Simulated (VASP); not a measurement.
# Os (P6_3/mmc) in VASP: further runs

Os is run at these levels: PBE; tasks: relaxation of cell and atoms, single point.

All numbers are computed with VASP 6.6.1; they aren't measurements. Logs are shortened: lines on timing, memory, paths and dates and some standing lists are left out, and cuts for length are marked.

## Step 1: The cell of the first run

It takes space group P6_3/mmc (No. 194, hexagonal). The conventional cell has a = 3.427 Å, b = 3.427 Å, c = 5.654 Å, α = 90.00°, β = 90.00°, γ = 120.00°. Within 2.8 Å of Os (site symmetry 3m) lie 4 Os at 2.10 to 2.12 Å.

## Step 2: Relaxation of cell and atoms, PBE

Contents of INCAR:

```
PREC     = Accurate       # precision mode
ENCUT    = 600            # plane-wave cutoff, eV
EDIFF    = 1E-6           # SCF threshold, eV
ISMEAR   = 0              # smearing method
SIGMA    = 0.1            # smearing width, eV
LREAL    = F              # projectors in reciprocal space
LASPH    = T              # aspherical terms in the spheres
NELM     = 60             # most SCF steps
ALGO     = Fast           # electronic algorithm
ISIF     = 3              # what is computed and relaxed
LWAVE    = F              # write WAVECAR
LCHARG   = F              # write CHGCAR
GGA      = PE             # functional
IBRION   = 2              # ionic algorithm
NSW      = 90             # ionic steps
EDIFFG   = -0.04          # ionic threshold
```

Contents of KPOINTS:

```
Automatic mesh
0
Gamma
  6 6 4
```

Contents of POSCAR:

```
Os
1.0
    3.4265512802      0.0000000000      0.0000000000
   -1.7132756401      2.9674804561      0.0000000000
    0.0000000000      0.0000000000      5.6538096124
Os
4
Direct
    0.3333333333      0.6666666667      0.4375000000
    0.6666666667      0.3333333333      0.9375000000
    0.6666666667      0.3333333333      0.5625000000
    0.3333333333      0.6666666667      0.0625000000
```

Potentials or basis: VASP PAW PBE potentials, release 64 (Os).

Launch:

```sh
$ cat potpaw_PBE.64/Os/POTCAR > POTCAR
$ mpirun -np 1 vasp_std > vasp.out
```

OUTCAR:

```text
PREC = Accurate
   ENCUT = 600
   EDIFF = 1E-6
   ISMEAR = 0
   LREAL = F
   LASPH = T
   NELM = 60
   ISIF = 3
   GGA = PE
   IBRION = 2
   NSW = 90
   EDIFFG = -0.04

 ion  position               nearest neighbor table
   1  0.333  0.667  0.438-   3 2.10   3 2.10   3 2.10   4 2.12
   2  0.667  0.333  0.938-   4 2.10   4 2.10   4 2.10   3 2.12
   3  0.667  0.333  0.562-   1 2.10   1 2.10   1 2.10   2 2.12
   4  0.333  0.667  0.062-   2 2.10   2 2.10   2 2.10   1 2.12

  LATTYP: Found a hexagonal cell.
 ALAT       =     3.4265512802
 C/A-ratio  =     1.6500000000

  Lattice vectors:

 A1 = (   3.4265512802,   0.0000000000,   0.0000000000)
 A2 = (  -1.7132756401,   2.9674804561,   0.0000000000)
 A3 = (   0.0000000000,   0.0000000000,   5.6538096124)

Analysis of symmetry for initial positions (statically):
=====================================================================
 Subroutine PRICEL returns:
 Original cell was already a primitive cell.

 Routine SETGRP: Setting up the symmetry group for a
 hexagonal supercell.

 Subroutine GETGRP returns: Found 24 space group operations
 (whereof 12 operations were pure point group operations)
 out of a pool of 24 trial point group operations.

The static configuration has the point symmetry D_3d.
 The point group associated with its full space group is D_6h.

Analysis of symmetry for dynamics (positions and initial velocities):
=====================================================================
 Subroutine PRICEL returns:
 Original cell was already a primitive cell.

 Routine SETGRP: Setting up the symmetry group for a
 hexagonal supercell.

 Subroutine GETGRP returns: Found 24 space group operations
 (whereof 12 operations were pure point group operations)
 out of a pool of 24 trial point group operations.

The dynamic configuration has the point symmetry D_3d.
 The point group associated with its full space group is D_6h.

 Subroutine INISYM returns: Found 24 space group operations
 (whereof 12 operations are pure point group operations),
 and found     1 'primitive' translations

----------------------------------------------------------------------------------------

                                     Primitive cell

  volume of cell :      57.4892

  direct lattice vectors                    reciprocal lattice vectors
     3.426551280  0.000000000  0.000000000     0.291838621  0.168493106  0.000000000
    -1.713275640  2.967480456  0.000000000     0.000000000  0.336986213  0.000000000
     0.000000000  0.000000000  5.653809612     0.000000000  0.000000000  0.176871891

  length of vectors
     3.426551280  3.426551280  5.653809612     0.336986213  0.336986213  0.176871891

  position of ions in fractional coordinates (direct lattice)
     0.333333333  0.666666667  0.437500000
     0.666666667  0.333333333  0.937500000
     0.666666667  0.333333333  0.562500000
     0.333333333  0.666666667  0.062500000

  ion indices of the primitive-cell ions
   primitive index   ion index
                 1           1
                 2           2
                 3           3
                 4           4

----------------------------------------------------------------------------------------

 KPOINTS: Automatic mesh

Automatic generation of k-mesh.
 Grid dimensions read from file:
 generate k-points for:    6    6    4

 Generating k-lattice:

  Cartesian coordinates                     Fractional coordinates (reciprocal lattice)
     0.048639770  0.028082184  0.000000000     0.166666667  0.000000000  0.000000000
     0.000000000  0.056164369  0.000000000     0.000000000  0.166666667  0.000000000
     0.000000000  0.000000000  0.044217973     0.000000000  0.000000000  0.250000000

  Length of vectors
     0.056164369  0.056164369  0.044217973

  Shift w.r.t. Gamma in fractional coordinates (k-lattice)
     0.000000000  0.000000000  0.000000000

 Subroutine IBZKPT returns following result:
 ===========================================

 Found     21 irreducible k-points:

 Following reciprocal coordinates:
            Coordinates               Weight
  0.000000  0.000000  0.000000      1.000000
  0.166667  0.000000  0.000000      6.000000
  0.333333  0.000000  0.000000      6.000000
  0.500000  0.000000  0.000000      3.000000
  0.166667  0.166667  0.000000      6.000000
  0.333333  0.166667  0.000000     12.000000
[... 13 lines left out ...]
  0.333333  0.166667  0.500000     12.000000
  0.333333  0.333333  0.500000      2.000000
   k-points           NKPTS =     21   k-points in BZ     NKDIM =     21   number of bands    NBANDS=     20
   number of dos      NEDOS =    301   number of ions     NIONS =      4
   total plane-waves  NPLWV =  37632
   dimension x,y,z NGX =    28 NGY =   28 NGZ =   48
   dimension x,y,z NGXF=    56 NGYF=   56 NGZF=   96
   ions per type =               4
   NGX,Y,Z   is equivalent  to a cutoff of  13.58, 13.58, 14.11 a.u.
   NGXF,Y,Z  is equivalent  to a cutoff of  27.17, 27.17, 28.23 a.u.
 SYSTEM =  unknown system
   PREC   = accura    normal or accurate (medium, high low for compatibility)
   ISTART =      0    job   : 0-new  1-cont  2-samecut
   ICHARG =      2    charge: 1-file 2-atom 10-const
   ISPIN  =      1    spin polarized calculation?
   LNONCOLLINEAR =      F non collinear calculations
   LSORBIT =      F    spin-orbit coupling
   LASPH  =      T    aspherical Exc in radial PAW
   ENCUT  =  600.0 eV  44.10 Ry    6.64 a.u.   6.84  6.84 11.29*2*pi/ulx,y,z
   NELM   =     60;   NELMIN=  2; NELMDL= -5     # of ELM steps
   EDIFF  = 0.1E-05   stopping-criterion for ELM
   LREAL  =      F    real-space projection
   EDIFFG = -.4E-01   stopping-criterion for IOM
   NSW    =     90    number of steps for IOM
   IBRION =      2    ionic relax: 0-MD 1-quasi-New 2-CG
   NFREE  =      1    steps in history (QN), initial steepest desc. (CG)
   ISIF   =      3    stress and relaxation
   ISYM   =      2    0-nonsym 1-usesym 2-fastsym
   POTIM  = 0.5000    time-step for ionic-motion
   TEBEG  =    0.0;   TEEND  =   0.0 temperature during run
   PSTRESS=    0.0 pullay stress
   NELECT =      32.0000    total number of electrons
   NUPDOWN=      -1.0000    fix difference up-down
   EMIN   =  10.00;   EMAX   =-10.00  energy-range for DOS
   EFERMI =   0.00;   METHOD = LEGACY
   ISMEAR =     0;   SIGMA  =   0.10  broadening in eV -4-tet -1-fermi 0-gaus
   EFERMI_NEDOS =   21; number of points for ismear=-14 and -15
   IALGO  =     68    algorithm
   IMIX   =      4    mixing-type and parameters
     AMIX     =   0.40;   BMIX     =  1.00
     AMIX_MAG =   1.60;   BMIX_MAG =  1.00
  volume/ion in A,a.u.               =      14.37        96.99
  Fermi-wavevector in a.u.,A,eV,Ry     =   1.346675  2.544846 24.674614  1.813533
  Thomas-Fermi vector in A             =   2.474487
   LORBIT       =      0    0 simple, 1 ext, 2 COOP (PROOUT), +10 PAW based schemes
   GGA     = PE    functional components
   LHFCALC =     F    Hartree Fock is set to
   AEXX    =    0.0000 exact exchange contribution
   IVDW    =     0    specifies the selected vdW correction
   LEPSILON=     F    determine dielectric tensor
   LRPA    =     F    only Hartree local field effects (RPA)
 conjugate gradient relaxation of ions
 non-spin polarized calculation
 RMM-DIIS sequential band-by-band and
 Gauss-broadening in eV      SIGMA  =   0.10
  energy-cutoff  :      600.00
  volume of cell :       57.49
 maximum number of plane-waves:      1941
 NGX is ok and might be reduce to    28
   NGX = 13   NGY = 13   NGZ = 23

--------------------------------------- Ionic step        1  -------------------------------------------

 number of electron      32.0000003 magnetization

 Free energy of the ion-electron system (eV)
  ---------------------------------------------------
  ext. energy  EPLUGINS =         0.00000000
  ---------------------------------------------------
  free energy    TOTEN  =       -28.23450500 eV

  energy without entropy =      -28.22435584  energy(sigma->0) =      -28.22943042

------------------------ aborting loop because EDIFF is reached ----------------------------------------

  FORCE on cell =-STRESS in cart. coord.  units (eV):
  Direction    XX          YY          ZZ          XY          YZ          ZX
  --------------------------------------------------------------------------------------
  -------------------------------------------------------------------------------------
  Total       67.6384453     67.6384453     68.0890492      0.0000000      0.0000000     -0.0000000
  in kB     1885.0284803   1885.0284804   1897.5864444      0.0000000      0.0000000     -0.0000000
  external PRESSURE =    1889.2144684 kB  Pullay stress =       0.0000000 kB
[... 25 lines left out ...]
--------------------------------------- Ionic step        2  -------------------------------------------

 number of electron      31.9999976 magnetization

------------------------ aborting loop EDIFF was not reached (unconverged)  ----------------------------

  FORCE on cell =-STRESS in cart. coord.  units (eV):
  Direction    XX          YY          ZZ          XY          YZ          ZX
  --------------------------------------------------------------------------------------
  -------------------------------------------------------------------------------------
  Total      -32.4180650    -32.4180650    -29.8370042      0.0000000     -0.0000000      0.0000000
  in kB     -150.4647962   -150.4647962   -138.4850936      0.0000000     -0.0000000      0.0000000
  external PRESSURE =    -146.4715620 kB  Pullay stress =       0.0000000 kB
[... 1040 lines left out ...]
     19       6.0311      0.00000
     20       6.2842      0.00000

[... ionic steps 4 to 16 ...]

--------------------------------------- Ionic step       17  -------------------------------------------

 number of electron      32.0000000 magnetization

------------------------ aborting loop because EDIFF is reached ----------------------------------------
[... 71 lines left out ...]
--------------------------------------- Ionic step       19  -------------------------------------------

 number of electron      32.0000001 magnetization

 Free energy of the ion-electron system (eV)
  ---------------------------------------------------
  ext. energy  EPLUGINS =         0.00000000
  ---------------------------------------------------
  free energy    TOTEN  =       -39.94719215 eV

  energy without entropy =      -39.94055621  energy(sigma->0) =      -39.94387418

 E-fermi :   4.4204     XC(G=0): -11.2342

 val. band max:        4.3162028573   @ k =   0.1667   0.0000   0.5000
 cond. band min:       4.4633450236   @ k =   0.0000   0.0000   0.5000
 fundamental gap:      0.1471421664
 Fermi energy:         4.4203766992
[... 512 lines left out ...]
  FREE ENERGIE OF THE ION-ELECTRON SYSTEM (eV)
  ---------------------------------------------------
  free  energy   TOTEN  =       -39.9471921536 eV

  energy  without entropy=      -39.9405562076  energy(sigma->0) =      -39.94387418

 reached required accuracy - stopping structural energy minimisation
```

It took 8.1 min on 1 thread of Intel Xeon Platinum 8488C (Sapphire Rapids), shared host; peak memory 0.2 GiB.

Results:

```yaml
Free_energy: -39.9472 eV
Relaxed_volume: 21.36 Å³/atom
Relaxed_cell: a = 3.868 Å, b = 3.868 Å, c = 6.595 Å, α = 90.00°, β = 90.00°, γ = 120.00°
Space_group_after_relaxing_to_0.1_Å: P6_3/mmc (No. 194)
Pressure_after_relaxing: -0.1 GPa
Largest_force_after_relaxing: 0.018 eV/Å
Band_gap_on_the_k_mesh: zero (bands 16 and 17 overlap by 0.33 eV)
```

Forces on the atoms (eV/Å):
```
Os   0.000  0.000 -0.018
Os   0.000  0.000 -0.018
Os   0.000  0.000  0.018
Os   0.000  0.000  0.018
```

Final structure:
```xyz
4
Lattice="3.8682 0.0000 0.0000 -1.9341 3.3499 0.0000 0.0000 0.0000 6.5946" Properties=species:S:1:pos:R:3 pbc="T T T"
Os    0.0000    2.2333    2.8816
Os    1.9341    1.1166    6.1788
Os    1.9341    1.1166    3.7130
Os    0.0000    2.2333    0.4157
```

Caveat: the volume moved by over 15 % at a fixed basis, so the end points are rough; spin-orbit coupling is left out, which moves the levels of the heavy elements.

(Part 1 of 2 ends here.)

The gap in the log of VASP goes by the Fermi energy; the results here count the filled bands.